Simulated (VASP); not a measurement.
# SnO2 (C222_1) in VASP: a series of runs, part 2 of 2

VASP 6.6.1.

## (4) Single point, PBEsol+D3(BJ) (atoms displaced along a vibrational mode, the cell strained)

Input file INCAR:

```
ALGO = Normal
EDIFF = 1E-6
ENCUT = 520
GGA = PS
ISIF = 2
ISMEAR = 0
IVDW = 12
LASPH = True
LCHARG = True
LELF = True
LREAL = False
LVHAR = True
LWAVE = False
NBANDS = 35
NELM = 100
PREC = Accurate
SIGMA = 0.05
```

Input file KPOINTS:

```
k-points
0
Gamma
  12 12 4
```

Input file POSCAR:

```
SnO2
1.0
    3.2043189132      0.0000000000      0.0000000000
   -1.6021594566      2.7750215806      0.0000000000
    0.0000000000      0.0000000000     10.1973678110
Sn O
2 4
Direct
   -0.1948457596      0.0000000000      0.5000000000
    0.1948457596      0.0000000000      0.0000000000
    0.4690545010      0.3333333333      0.4003665319
    0.8642788324      0.3333333333      0.0996334681
    0.1357211676      0.6666666667      0.5996334681
    0.5309454990      0.6666666667      0.9003665319
```

Potentials or basis: VASP PAW PBE potentials, release 64 (Sn_d, O).

Started as:

```sh
$ cat potpaw_PBE.64/Sn_d/POTCAR potpaw_PBE.64/O/POTCAR > POTCAR
$ mpirun -np 1 vasp_std > vasp.out
```

OUTCAR:

```text
EDIFF = 1E-6
   ENCUT = 520
   GGA = PS
   ISIF = 2
   ISMEAR = 0
   IVDW = 12
   LASPH = True
   LREAL = False
   NELM = 100
   PREC = Accurate
 IVDW          = 12

 ion  position               nearest neighbor table
   1  0.805  0.000  0.500-   5 2.10   3 2.10   3 2.11   5 2.11   3 2.12   5 2.12
   2  0.195  0.000  0.000-   4 2.10   6 2.10   6 2.11   4 2.11   6 2.12   4 2.12
   3  0.469  0.333  0.400-   1 2.10   1 2.11   1 2.12
   4  0.864  0.333  0.100-   2 2.10   2 2.11   2 2.12
   5  0.136  0.667  0.600-   1 2.10   1 2.11   1 2.12
   6  0.531  0.667  0.900-   2 2.10   2 2.11   2 2.12

  LATTYP: Found a hexagonal cell.
 ALAT       =     3.2043189132
 C/A-ratio  =     3.1823823056

  Lattice vectors:

 A1 = (   3.2043189132,   0.0000000000,   0.0000000000)
 A2 = (  -1.6021594566,   2.7750215806,   0.0000000000)
 A3 = (   0.0000000000,   0.0000000000,  10.1973678110)

Analysis of symmetry for initial positions (statically):
=====================================================================
 Subroutine PRICEL returns:
 Original cell was already a primitive cell.

 Routine SETGRP: Setting up the symmetry group for a
 hexagonal supercell.

 Subroutine GETGRP returns: Found  4 space group operations
 (whereof  2 operations were pure point group operations)
 out of a pool of 24 trial point group operations.

The static configuration has the point symmetry C_2 .
 The point group associated with its full space group is D_2 .

Analysis of symmetry for dynamics (positions and initial velocities):
=====================================================================
 Subroutine PRICEL returns:
 Original cell was already a primitive cell.

 Routine SETGRP: Setting up the symmetry group for a
 hexagonal supercell.

 Subroutine GETGRP returns: Found  4 space group operations
 (whereof  2 operations were pure point group operations)
[... 130 lines left out ...]
     AMIX     =   0.40;   BMIX     =  1.00
     AMIX_MAG =   1.60;   BMIX_MAG =  1.00
  volume/ion in A,a.u.               =      15.11       101.98
  Fermi-wavevector in a.u.,A,eV,Ry     =   1.360126  2.570266 25.170008  1.849943
  Thomas-Fermi vector in A             =   2.486815
   LORBIT       =      0    0 simple, 1 ext, 2 COOP (PROOUT), +10 PAW based schemes
   GGA     = PS    functional components
   LHFCALC =     F    Hartree Fock is set to
   AEXX    =    0.0000 exact exchange contribution
   IVDW    =    12    specifies the selected vdW correction
   LEPSILON=     F    determine dielectric tensor
   LRPA    =     F    only Hartree local field effects (RPA)
 non-spin polarized calculation
 Gauss-broadening in eV      SIGMA  =   0.05
  energy-cutoff  :      520.00
  volume of cell :       90.68
 maximum number of plane-waves:      2472
   NGX = 11   NGY = 11   NGZ = 37

 number of electron      52.0000019 magnetization

 Free energy of the ion-electron system (eV)
  ---------------------------------------------------
  ext. energy  EPLUGINS =         0.00000000
  ---------------------------------------------------
  free energy    TOTEN  =       -38.57184549 eV

  energy without entropy =      -38.57184549  energy(sigma->0) =      -38.57184549

 E-fermi :   2.9474     XC(G=0):  -9.8522

 val. band max:        2.6788807449   @ k =  -0.1667   0.4167   0.0000
 cond. band min:       4.7981033695   @ k =   0.0000   0.0000   0.0000
 fundamental gap:      2.1192226245
 Fermi energy:         2.9473946545

 k-point     1 :       0.0000    0.0000    0.0000
  band No.  band energies     occupation
      1     -17.2351      2.00000
      2     -17.2340      2.00000
      3     -16.9907      2.00000
      4     -16.9907      2.00000
      5     -16.9905      2.00000
      6     -16.9904      2.00000
[... 901 lines left out ...]
     34      14.4654      0.00000
     35      14.6458      0.00000

 [... further k-points ...]

------------------------ aborting loop because EDIFF is reached ----------------------------------------

 Edisp (eV)   -0.89902

 E8    (eV) :    -0.5656

  FORCE on cell =-STRESS in cart. coord.  units (eV):
  Direction    XX          YY          ZZ          XY          YZ          ZX
  --------------------------------------------------------------------------------------
  -------------------------------------------------------------------------------------
  Total      -1.68438    -1.89338    -1.82986     0.00000     0.00000     0.00000
  in kB     -29.76190   -33.45482   -32.33245     0.00000     0.00000     0.00000
  external pressure =      -31.85 kB  Pullay stress =        0.00 kB

 VOLUME and BASIS-vectors are now :
 -----------------------------------------------------------------------------
  energy-cutoff  :      520.00
  volume of cell :       90.68
      direct lattice vectors                 reciprocal lattice vectors
     3.204318913  0.000000000  0.000000000     0.312078800  0.180178779  0.000000000
    -1.602159457  2.775021581  0.000000000     0.000000000  0.360357558  0.000000000
     0.000000000  0.000000000 10.197367811     0.000000000  0.000000000  0.098064522

 POSITION                                       TOTAL-FORCE (eV/Angst)
 -----------------------------------------------------------------------------------
      2.57997      0.00000      5.09868        -0.128386      0.000000      0.000000
      0.62435      0.00000      0.00000         0.128386      0.000000      0.000000
      0.96895      0.92501      4.08268         0.042942     -0.008001      0.169679
      2.23537      0.92501      1.01600        -0.042942     -0.008001     -0.169679
     -0.63321      1.85001      6.11468         0.042942      0.008001     -0.169679
      0.63321      1.85001      9.18137        -0.042942      0.008001      0.169679
 -----------------------------------------------------------------------------------
    total drift:                                0.000000      0.000000      0.000000

  FREE ENERGIE OF THE ION-ELECTRON SYSTEM (eV)
  ---------------------------------------------------
  free  energy   TOTEN  =       -39.4708674490 eV

  energy  without entropy=      -39.4708674490  energy(sigma->0) =      -39.47086745
```

stdout:

```text
POSCAR found type information on POSCAR SnO
 POSCAR found :  2 types and       6 ions
 scaLAPACK will be used
 -----------------------------------------------------------------------------
|                                                                             |
|                                                                             |
|     You enforced a specific xc type in the INCAR file but a different       |
|     I HOPE YOU KNOW WHAT YOU ARE DOING!                                     |
|                                                                             |
 -----------------------------------------------------------------------------

 LDA part: xc-table for (Slater+PW92), standard interpolation
 POSCAR, INCAR and KPOINTS ok, starting setup
 FFT: planning ... GRIDC
 FFT: planning ... GRID_SOFT
 FFT: planning ... GRID
 WAVECAR not read
 entering main loop
```

Run time: 5.8 min. Hardware: 1 thread of Intel Xeon Platinum 8559C (Emerald Rapids), shared host; peak memory 0.43 GiB.

Results:

```yaml
Free_energy: -39.4709 eV
Pressure: -3.2 GPa
Largest_force: 0.175 eV/Å
Band_gap_on_the_k_mesh: 2.12 eV (least direct gap 2.43 eV)
Dispersion_energy_per_atom: -0.150 eV
```

Forces on the atoms (eV/Å):
```
Sn  -0.128  0.000  0.000
Sn   0.128  0.000  0.000
O    0.043 -0.008  0.170
O   -0.043 -0.008 -0.170
O    0.043  0.008 -0.170
O   -0.043  0.008  0.170
```

Caveat: the cell differs from its parent crystal (atoms displaced along a vibrational mode, the cell strained); the cell stands under tension; the PAW data sets were made with another functional, which shifts forces and pressure a little; spin-orbit coupling is left out, which moves the levels of the heavy elements. A k mesh can miss the band edges.

## (5) Single point, PBEsol+D3(BJ) (atoms displaced along a vibrational mode, the cell strained)

Input file INCAR:

```
SYSTEM = SnO2
PREC = Accurate ; ENCUT = 520
EDIFF = 1E-6 ; ISMEAR = 0
SIGMA = 0.05 ; LREAL = .False.
LASPH = .True. ; NELM = 80
ALGO = Normal ; ISIF = 2
LWAVE = .False. ; LCHARG = .True.
GGA = PS ; IVDW = 12
LELF = .True. ; LVHAR = .True.
NBANDS = 35
```

Input file KPOINTS:

```
Automatic mesh
0
Gamma
  12 12 4
  0 0 0
```

Input file POSCAR:

```
SnO2
1.0
    3.2043189132      0.0000000000      0.0000000000
   -1.6021594566      2.7750215806      0.0000000000
    0.0000000000      0.0000000000     10.1973678110
Sn O
2 4
Direct
   -0.1299075152      0.0000000000      0.5000000000
    0.1299075152      0.0000000000      0.0000000000
    0.5349147339      0.3333333333      0.4003665319
    0.7984185994      0.3333333333      0.0996334681
    0.2015814006      0.6666666667      0.5996334681
    0.4650852661      0.6666666667      0.9003665319
```

Started as:

```sh
$ cat potpaw_PBE.64/Sn_d/POTCAR potpaw_PBE.64/O/POTCAR > POTCAR
$ mpirun -np 1 vasp_std > vasp.out
```

It took 4.2 min on 1 thread of Intel Xeon Platinum 8559C (Emerald Rapids), shared host; peak memory 0.43 GiB.

Results (log left out):

* Free energy: -39.4466 eV
* Pressure: -3.1 GPa
* Largest force: 0.188 eV/Å
* Band gap on the k mesh: 2.06 eV (least direct gap 2.40 eV)
* Dispersion energy per atom: -0.150 eV

Forces on the atoms (eV/Å):
```
Sn  -0.089  0.000  0.000
Sn   0.089  0.000  0.000
O    0.009 -0.005  0.188
O   -0.009 -0.005 -0.188
O    0.009  0.005 -0.188
O   -0.009  0.005  0.188
```

Stress tensor (GPa, compression positive):
```
-3.15  0.00  0.00
 0.00 -3.37  0.00
 0.00  0.00 -2.72
```

Levels at points of the mesh, in eV from the valence-band top:
```
           k point  band 22  band 23  band 24  band 25  band 26  band 27  band 28  band 29  band 30  band 31
(0.00, 0.00, 0.00)    -0.91    -0.89    -0.89    -0.88    -0.34     2.06     3.01     5.41     5.73    10.77
(0.50, 0.00, 0.00)    -1.25    -0.59    -0.54    -0.50    -0.11     5.18     5.31     6.93     7.44    10.05
(0.00, 0.50, 0.00)    -1.21    -0.58    -0.57    -0.56    -0.05     5.17     5.33     6.86     7.59     9.93
(0.00, 0.00, 0.50)    -0.89    -0.89    -0.89    -0.79    -0.79     2.56     2.56     5.59     5.59    10.86
(0.50, 0.00, 0.50)    -1.41    -0.57    -0.57    -0.30    -0.30     5.25     5.25     7.18     7.18    10.26
(0.00, 0.50, 0.50)    -1.43    -0.57    -0.57    -0.28    -0.28     5.25     5.25     7.21     7.21    10.11
```

Caveat: the cell differs from its parent crystal (atoms displaced along a vibrational mode, the cell strained); the cell stands under tension; the PAW data sets were made with another functional, which shifts forces and pressure a little; spin-orbit coupling is left out, which moves the levels of the heavy elements.

## (6) Overview

| cell | gap on the mesh (eV) | pressure (GPa) | largest force (eV/Å) |
| --- | --- | --- | --- |
| a = 3.152, b = 3.152, c = 10.029 Å, angles 90.0, 90.0, 120.0°, 6 atoms, atomic positions A | 2.44 | 4.4 | 0.43 |
| a = 3.152, b = 3.152, c = 10.029 Å, angles 90.0, 90.0, 120.0°, 6 atoms, atomic positions B | 2.32 | 4.7 | 0.38 |
| a = 3.204, b = 3.204, c = 10.197 Å, angles 90.0, 90.0, 120.0°, 6 atoms, atomic positions A | 2.12 | -3.2 | 0.18 |
| a = 3.204, b = 3.204, c = 10.197 Å, angles 90.0, 90.0, 120.0°, 6 atoms, atomic positions C | 2.06 | -3.1 | 0.19 |

Alike in all rows: task single point; level PBEsol+D3(BJ); potentials or basis VASP PAW PBE potentials, release 64 (Sn_d, O); no spin polarisation; k mesh 12 × 12 × 4; cutoff (eV) 520; smearing gaussian 0.05 eV.

Caveats: the PAW data sets were made with another functional, which shifts forces and pressure a little; spin-orbit coupling is left out, which moves the levels of the heavy elements; the cell stands under pressure (at least some runs); the cell stands under tension (at least some runs).

Absolute energies hang on the potentials; compare differences alone.
